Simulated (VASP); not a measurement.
Wanted: the native input for a VASP 6.6.1 run.

* Task: single point
* Functional: PBE
* Potentials or basis: VASP PAW PBE potentials, release 64 (Co, Br)
* Cutoff: 520 eV
* k mesh: 6 × 6 × 6
* Occupations: gaussian, width 0.05 eV
* Spin: collinear spin
* Starting moments: [2.9, -0.13, -0.13, -0.13] μB
* Hubbard terms: Co d U = 3.3 eV
* Dipole correction: no
* Further INCAR settings: ALGO = Normal; EDIFF = 1e-06; NBANDS = 27

The structure of CoBr3 lies in POSCAR:

```
CoBr3
1.0
    5.2840249317      0.0000000000      0.0000000000
    0.0000000000      5.2840249317      0.0000000000
    0.0000000000      0.0000000000      5.2840249317
Co Br
1 3
Direct
    0.0000000000      0.0000000000      0.0000000000
    0.5000000000      0.0000000000      0.0000000000
    0.0000000000      0.0000000000      0.5000000000
    0.0000000000      0.5000000000      0.0000000000
```

The input as run:

INCAR

```
SYSTEM = CoBr3
PREC = Accurate
ENCUT = 520
EDIFF = 1E-6
ISMEAR = 0
SIGMA = 0.05
LREAL = .FALSE.
LASPH = .TRUE.
NELM = 150
ALGO = Normal
ISIF = 2
LWAVE = .FALSE.
LCHARG = .FALSE.
ISPIN = 2
MAGMOM = 2.9 -0.13 -0.13 -0.13
LORBIT = 11
LMAXMIX = 4
LDAU = .TRUE.
LDAUTYPE = 2
LDAUL = 2 -1
LDAUU = 3.3 0
LDAUJ = 0 0
LDAUPRINT = 1
GGA = PE
NBANDS = 27
```

KPOINTS

```
Automatic mesh
0
G
  6 6 6
  0 0 0
```

Potentials or basis: VASP PAW PBE potentials, release 64 (Co, Br).

Command:

```sh
$ cat potpaw_PBE.64/Co/POTCAR potpaw_PBE.64/Br/POTCAR > POTCAR
$ mpirun -np 1 vasp_std > vasp.out
```

Results of the run:

The pressure is -2.1 GPa. The net moment is 3.84 μB per cell and the site moments are Co +2.55; Br +0.32 μB. The valence electrons inside the program's atomic spheres are Co 7.61; Br 4.79.

It took 89 s on 1 thread of Intel(R) Xeon(R) 6975P-C (Granite Rapids), with other jobs on the host, peak memory 0.36 GiB.
